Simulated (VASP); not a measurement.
Here is a VASP 6.6.1 calculation.

INCAR

```
SYSTEM = BaO
PREC = Accurate
ENCUT = 600
EDIFF = 1E-6
ISMEAR = 0
SIGMA = 0.01
LREAL = .FALSE.
LASPH = .TRUE.
NELM = 120
ALGO = Normal
ISIF = 2
LWAVE = .FALSE.
LCHARG = .TRUE.
GGA = PE
LELF = .TRUE.
LVHAR = .TRUE.
NBANDS = 15
GGA_COMPAT = .FALSE.
```

File KPOINTS:

```
Automatic mesh
0
G
  6 6 6
  0 0 0
```

The input POSCAR:

```
BaO
1.0
    0.0000000000      2.7249515242      2.7249515242
    2.7249515242      0.0000000000      2.7249515242
    2.7249515242      2.7249515242      0.0000000000
Ba O
1 1
Direct
    0.0000000000      0.0000000000      0.0000000000
    0.5000000000      0.5000000000      0.5000000000
```

Potentials or basis: VASP PAW PBE potentials, release 64 (Ba_sv, O).

Run with:

```console
$ cat potpaw_PBE.64/Ba_sv/POTCAR potpaw_PBE.64/O/POTCAR > POTCAR
$ mpirun -np 1 vasp_std > vasp.out
```

Task: What does it give for the band gap on the k mesh?

Result: 1.79 eV, direct.

Task: What does it give for the pressure?

Result: 7.4 GPa.

Caveat: spin-orbit coupling is left out, which moves the levels of the heavy elements. A k mesh can miss the band edges.
